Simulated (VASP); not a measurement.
# WSe2 in VASP: further runs

The runs below take WSe2 through single point, with PBEsol, r2SCAN.

All numbers are computed with VASP 6.6.1; they aren't measurements. Logs are shortened: lines on timing, memory, paths and dates and some standing lists are left out, and cuts for length are marked.

## Step 1: The cell of the first run

The cell holds a slab with vacuum, 3 atoms: a = 3.270 Å, b = 3.270 Å, c = 18.000 Å, α = 90.00°, β = 90.00°, γ = 120.00°.

## Step 2: Single point, PBEsol

File INCAR:

```
  ALGO = Normal
  EDIFF = 1E-7
  ENCUT = 520
  GGA = PS
  ISIF = 2
  ISMEAR = -1
  LASPH = True
  LCHARG = False
  LREAL = False
  LWAVE = False
  NBANDS = 20
  NELM = 60
  PREC = Accurate
  SIGMA = 0.05
```

File KPOINTS:

```
k-points
0
Gamma
  9 9 1
```

File POSCAR:

```
WSe2
1.0
    3.2702810000      0.0000000000      0.0000000000
   -1.6351410000      2.8321460000      0.0000000000
    0.0000000000      0.0000000000     18.0000000000
W Se
1 2
Direct
    0.3333330000      0.6666670000      0.5000000000
    0.6666670000      0.3333330000      0.5929290000
    0.6666670000      0.3333330000      0.4070710000
```

Potentials or basis: VASP PAW PBE potentials, release 64 (W_sv, Se).

Run with:

```bash
$ cat potpaw_PBE.64/W_sv/POTCAR potpaw_PBE.64/Se/POTCAR > POTCAR
$ mpirun -np 1 vasp_std > vasp.out
```

OUTCAR:

```text
EDIFF = 1E-7
   ENCUT = 520
   GGA = PS
   ISIF = 2
   ISMEAR = -1
   LASPH = True
   LREAL = False
   NELM = 60
   PREC = Accurate

 ion  position               nearest neighbor table
   1  0.333  0.667  0.500-   2 2.52   3 2.52   2 2.52   3 2.52   2 2.52   3 2.52
   2  0.667  0.333  0.593-   1 2.52   1 2.52   1 2.52
   3  0.667  0.333  0.407-   1 2.52   1 2.52   1 2.52

  LATTYP: Found a hexagonal cell.
 ALAT       =     3.2702810000
 C/A-ratio  =     5.5041141725

  Lattice vectors:

 A1 = (   3.2702810000,   0.0000000000,   0.0000000000)
 A2 = (  -1.6351410000,   2.8321460000,   0.0000000000)
 A3 = (   0.0000000000,   0.0000000000,  18.0000000000)

Analysis of symmetry for initial positions (statically):
=====================================================================
 Subroutine PRICEL returns:
 Original cell was already a primitive cell.

 Routine SETGRP: Setting up the symmetry group for a
 hexagonal supercell.

 Subroutine GETGRP returns: Found 12 space group operations
 (whereof 12 operations were pure point group operations)
 out of a pool of 24 trial point group operations.

The static configuration has the point symmetry D_3h.

Analysis of symmetry for dynamics (positions and initial velocities):
=====================================================================
 Subroutine PRICEL returns:
 Original cell was already a primitive cell.

 Routine SETGRP: Setting up the symmetry group for a
 hexagonal supercell.

 Subroutine GETGRP returns: Found 12 space group operations
 (whereof 12 operations were pure point group operations)
 out of a pool of 24 trial point group operations.

The dynamic configuration has the point symmetry D_3h.

 Subroutine INISYM returns: Found 12 space group operations
 (whereof 12 operations are pure point group operations),
 and found     1 'primitive' translations

----------------------------------------------------------------------------------------

                                     Primitive cell

  volume of cell :     166.7144

  direct lattice vectors                    reciprocal lattice vectors
     3.270281000  0.000000000  0.000000000     0.305784121  0.176544625  0.000000000
    -1.635141000  2.832146000  0.000000000     0.000000000  0.353089142  0.000000000
     0.000000000  0.000000000 18.000000000     0.000000000  0.000000000  0.055555556

  length of vectors
     3.270281000  3.270280883 18.000000000     0.353089129  0.353089142  0.055555556

  position of ions in fractional coordinates (direct lattice)
     0.333333000  0.666667000  0.500000000
     0.666667000  0.333333000  0.592929000
     0.666667000  0.333333000  0.407071000

  ion indices of the primitive-cell ions
   primitive index   ion index
                 1           1
                 2           2
                 3           3

----------------------------------------------------------------------------------------

 KPOINTS: k-points

Automatic generation of k-mesh.
 Grid dimensions read from file:
 generate k-points for:    9    9    1

 Generating k-lattice:

  Cartesian coordinates                     Fractional coordinates (reciprocal lattice)
     0.033976013  0.019616069  0.000000000     0.111111111  0.000000000  0.000000000
     0.000000000  0.039232127  0.000000000     0.000000000  0.111111111  0.000000000
     0.000000000  0.000000000  0.055555556     0.000000000  0.000000000  1.000000000

  Length of vectors
     0.039232125  0.039232127  0.055555556

  Shift w.r.t. Gamma in fractional coordinates (k-lattice)
     0.000000000  0.000000000  0.000000000

 Subroutine IBZKPT returns following result:
 ===========================================

 Found     12 irreducible k-points:

 Following reciprocal coordinates:
            Coordinates               Weight
  0.000000  0.000000  0.000000      1.000000
  0.111111  0.000000  0.000000      6.000000
  0.222222  0.000000  0.000000      6.000000
  0.333333  0.000000  0.000000      6.000000
  0.444444  0.000000  0.000000      6.000000
  0.111111  0.111111  0.000000      6.000000
  0.222222  0.111111  0.000000     12.000000
  0.333333  0.111111  0.000000     12.000000
  0.444444  0.111111  0.000000      6.000000
  0.222222  0.222222  0.000000      6.000000
  0.333333  0.222222  0.000000     12.000000
  0.333333  0.333333  0.000000      2.000000
   k-points           NKPTS =     12   k-points in BZ     NKDIM =     12   number of bands    NBANDS=     20
   number of dos      NEDOS =    301   number of ions     NIONS =      3
   total plane-waves  NPLWV =  80640
   dimension x,y,z NGX =    24 NGY =   24 NGZ =  140
   dimension x,y,z NGXF=    48 NGYF=   48 NGZF=  280
   ions per type =               1   2
   NGX,Y,Z   is equivalent  to a cutoff of  12.20, 12.20, 12.93 a.u.
   NGXF,Y,Z  is equivalent  to a cutoff of  24.40, 24.40, 25.86 a.u.
 SYSTEM =  unknown system
   PREC   = accura    normal or accurate (medium, high low for compatibility)
   ISTART =      0    job   : 0-new  1-cont  2-samecut
   ICHARG =      2    charge: 1-file 2-atom 10-const
   ISPIN  =      1    spin polarized calculation?
   LNONCOLLINEAR =      F non collinear calculations
   LSORBIT =      F    spin-orbit coupling
   LASPH  =      T    aspherical Exc in radial PAW
   ENCUT  =  520.0 eV  38.22 Ry    6.18 a.u.   6.08  6.08 33.47*2*pi/ulx,y,z
   NELM   =     60;   NELMIN=  2; NELMDL= -5     # of ELM steps
   EDIFF  = 0.1E-06   stopping-criterion for ELM
   LREAL  =      F    real-space projection
   EDIFFG = 0.1E-05   stopping-criterion for IOM
   NSW    =      0    number of steps for IOM
   IBRION =     -1    ionic relax: 0-MD 1-quasi-New 2-CG
   NFREE  =      0    steps in history (QN), initial steepest desc. (CG)
   ISIF   =      2    stress and relaxation
   ISYM   =      2    0-nonsym 1-usesym 2-fastsym
   POTIM  = 0.5000    time-step for ionic-motion
   TEBEG  =    0.0;   TEEND  =   0.0 temperature during run
   PSTRESS=    0.0 pullay stress
   NELECT =      26.0000    total number of electrons
   NUPDOWN=      -1.0000    fix difference up-down
   EMIN   =  10.00;   EMAX   =-10.00  energy-range for DOS
   EFERMI =   0.00;   METHOD = LEGACY
   ISMEAR =    -1;   SIGMA  =   0.05  broadening in eV -4-tet -1-fermi 0-gaus
   EFERMI_NEDOS =   21; number of points for ismear=-14 and -15
   IALGO  =     38    algorithm
   IMIX   =      4    mixing-type and parameters
     AMIX     =   0.40;   BMIX     =  1.00
     AMIX_MAG =   1.60;   BMIX_MAG =  1.00
  volume/ion in A,a.u.               =      55.57       375.01
  Fermi-wavevector in a.u.,A,eV,Ry     =   0.881201  1.665228 10.565126  0.776515
  Thomas-Fermi vector in A             =   2.001665
   LORBIT       =      0    0 simple, 1 ext, 2 COOP (PROOUT), +10 PAW based schemes
   GGA     = PS    functional components
   LHFCALC =     F    Hartree Fock is set to
   AEXX    =    0.0000 exact exchange contribution
   IVDW    =     0    specifies the selected vdW correction
   LEPSILON=     F    determine dielectric tensor
   LRPA    =     F    only Hartree local field effects (RPA)
 non-spin polarized calculation
  energy-cutoff  :      520.00
  volume of cell :      166.71
 maximum number of plane-waves:      4536
   NGX = 13   NGY = 13   NGZ = 67

 number of electron      26.0000003 magnetization

 Free energy of the ion-electron system (eV)
  ---------------------------------------------------
  ext. energy  EPLUGINS =         0.00000000
  ---------------------------------------------------
  free energy    TOTEN  =       -23.23487541 eV

  energy without entropy =      -23.23487540  energy(sigma->0) =      -23.23487540

 E-fermi :  -0.3185     XC(G=0):  -4.4898

 val. band max:       -1.1412263429   @ k =   0.3333   0.3333   0.0000
 cond. band min:       0.5477921258   @ k =   0.3333   0.3333   0.0000
 fundamental gap:      1.6890184687
 Fermi energy:        -0.3185142922

 k-point     1 :       0.0000    0.0000    0.0000
  band No.  band energies     occupation
      1     -75.0855      2.00000
      2     -39.3517      2.00000
      3     -39.2007      2.00000
      4     -39.2007      2.00000
      5     -16.0425      2.00000
      6     -14.7412      2.00000
[... 12 lines left out ...]
     19       3.8043      0.00000
     20       4.1260      0.00000

 k-point     2 :       0.1111    0.0000    0.0000
  band No.  band energies     occupation
      1     -75.0842      2.00000
      2     -39.3460      2.00000
      3     -39.2305      2.00000
      4     -39.2077      2.00000
      5     -15.8515      2.00000
      6     -14.6455      2.00000
[... 12 lines left out ...]
     19       4.0520      0.00000
     20       4.6816      0.00000

 k-point     3 :       0.2222    0.0000    0.0000
  band No.  band energies     occupation
      1     -75.0808      2.00000
      2     -39.3315      2.00000
      3     -39.3052      2.00000
      4     -39.2252      2.00000
      5     -15.3239      2.00000
      6     -14.3832      2.00000
[... 12 lines left out ...]
     19       4.7256      0.00000
     20       5.4005      0.00000

 k-point     4 :       0.3333    0.0000    0.0000
  band No.  band energies     occupation
      1     -75.0770      2.00000
      2     -39.3889      2.00000
      3     -39.3150      2.00000
      4     -39.2451      2.00000
      5     -14.6129      2.00000
      6     -14.0392      2.00000
[... 12 lines left out ...]
     19       5.5124      0.00000
     20       5.5978      0.00000

 k-point     5 :       0.4444    0.0000    0.0000
  band No.  band energies     occupation
      1     -75.0745      2.00000
      2     -39.4428      2.00000
      3     -39.3042      2.00000
      4     -39.2581      2.00000
      5     -14.0408      2.00000
      6     -13.7780      2.00000
[... 12 lines left out ...]
     19       5.8985      0.00000
     20       5.8989      0.00000
[... 77 lines left out ...]
      6     -13.6986      2.00000
[... 12 lines left out ...]
     19       6.5697      0.00000
     20       6.9119      0.00000

 k-point    10 :       0.2222    0.2222    0.0000
  band No.  band energies     occupation
      1     -75.0753      2.00000
      2     -39.3937      2.00000
      3     -39.3077      2.00000
      4     -39.2862      2.00000
      5     -14.2638      2.00000
      6     -13.8625      2.00000
[... 12 lines left out ...]
     19       6.0044      0.00000
     20       6.2809      0.00000

 k-point    11 :       0.3333    0.2222    0.0000
  band No.  band energies     occupation
      1     -75.0734      2.00000
      2     -39.4132      2.00000
      3     -39.3184      2.00000
      4     -39.2995      2.00000
      5     -13.8035      2.00000
      6     -13.6408      2.00000
[... 12 lines left out ...]
     19       6.3535      0.00000
     20       7.1665      0.00000

 k-point    12 :       0.3333    0.3333    0.0000
  band No.  band energies     occupation
      1     -75.0728      2.00000
      2     -39.3879      2.00000
      3     -39.3619      2.00000
      4     -39.2966      2.00000
      5     -13.6401      2.00000
      6     -13.5544      2.00000
[... 12 lines left out ...]
     19       5.3886      0.00000
     20       7.5725      0.00000

------------------------ aborting loop because EDIFF is reached ----------------------------------------

  FORCE on cell =-STRESS in cart. coord.  units (eV):
  Direction    XX          YY          ZZ          XY          YZ          ZX
  --------------------------------------------------------------------------------------
  -------------------------------------------------------------------------------------
  Total        0.1368303      0.1368303      0.1940917     -0.0000000     -0.0000000      0.0000000
  in kB        1.3149819      1.3149815      1.8652815     -0.0000002     -0.0000000      0.0000000
  external PRESSURE =       1.4984149 kB  Pullay stress =       0.0000000 kB

 VOLUME and BASIS-vectors are now :
 -----------------------------------------------------------------------------
  energy-cutoff  :      520.00
  volume of cell :      166.71
      direct lattice vectors                 reciprocal lattice vectors
     3.270281000  0.000000000  0.000000000     0.305784121  0.176544625  0.000000000
    -1.635141000  2.832146000  0.000000000     0.000000000  0.353089142  0.000000000
     0.000000000  0.000000000 18.000000000     0.000000000  0.000000000  0.055555556

 POSITION                                       TOTAL-FORCE (eV/Angst)
 -----------------------------------------------------------------------------------
     -0.00000      1.88810      9.00000         0.000000      0.000000      0.000000
      1.63514      0.94405     10.67272        -0.000000      0.000000      0.061281
      1.63514      0.94405      7.32728        -0.000000      0.000000     -0.061281
 -----------------------------------------------------------------------------------
    total drift:                                0.000782     -0.000453      0.000000

  FREE ENERGIE OF THE ION-ELECTRON SYSTEM (eV)
  ---------------------------------------------------
  free  energy   TOTEN  =       -23.2348754054 eV

  energy  without entropy=      -23.2348753989  energy(sigma->0) =      -23.23487540
```

Run time: 42 s. Hardware: 1 thread of AMD EPYC 9R45 (Zen 5), shared host; peak memory 0.24 GiB.

What came out:

* Free energy: -23.2349 eV
* Largest force: 0.061 eV/Å
* Band gap on the k mesh: 1.69 eV, direct

Forces on the atoms (eV/Å):
```
W    0.000  0.000  0.000
Se   0.000  0.000  0.061
Se   0.000  0.000 -0.061
```

Levels at points of the mesh, in eV from the valence-band top:
| k point | band 10 | band 11 | band 12 | band 13 | band 14 | band 15 | band 16 | band 17 |
| --- | --- | --- | --- | --- | --- | --- | --- | --- |
| (0.00, 0.00, 0.00) | -2.25 | -1.18 | -1.18 | -0.41 | 3.06 | 3.06 | 3.26 | 3.26 |

Caveat: the PAW data sets were made with another functional, which shifts forces and pressure a little; spin-orbit coupling is left out, which moves the levels of the heavy elements.

(Continued in part 2 of 2.)
